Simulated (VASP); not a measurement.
Sc:

```
CELL_PARAMETERS angstrom
3.30900 0.00000 0.00000
-1.65450 2.86568 0.00000
0.00000 0.00000 5.27330
ATOMIC_POSITIONS crystal
Sc 0.33333 0.66667 0.25000
Sc 0.66667 0.33333 0.75000
```

```yaml
Program: VASP 6.6.1
Task: relaxation of cell and atoms
Functional: PBEsol
Potentials_or_basis: VASP PAW PBE potentials, release 64 (Sc_sv)
Cutoff: 600 eV
k_mesh: 16 × 16 × 10
Occupations: fermi-dirac, width 0.1 eV
Spin: no spin polarisation
```

At the start: pressure -2.6 GPa; volume 25.00 Å³/atom.

Question: Where does the relaxation end?

Answer: Over 6 steps the energy falls by 12.3 meV/atom and the volume is 23.74 Å³/atom (-5.0 %); space group P6_3/mmc (No. 194, to 0.1 Å) before and after.

Step by step:
| step | energy change (eV) | largest force (eV/Å) | pressure (GPa) | volume (Å³) |
| --- | --- | --- | --- | --- |
| 1 | 0.0000 | 0.0000 | -2.63 | 50.00 |
| 2 | -0.0230 | 0.0000 | 0.52 | 47.09 |
| 3 | -0.0234 | 0.0000 | 0.12 | 47.42 |
| 4 | -0.0244 | 0.0000 | 0.06 | 47.46 |
| 5 | -0.0247 | 0.0000 | 0.01 | 47.48 |
| 6 | -0.0247 | 0.0000 | 0.01 | 47.49 |

Final structure:
```xyz
2
Lattice="3.2766 0.0000 0.0000 -1.6383 2.8376 0.0000 0.0000 0.0000 5.1073" Properties=species:S:1:pos:R:3 pbc="T T T"
Sc    0.0000    1.8917    1.2768
Sc    1.6383    0.9459    3.8305
```

Caveat: the PAW data sets were made with another functional, which shifts forces and pressure a little.
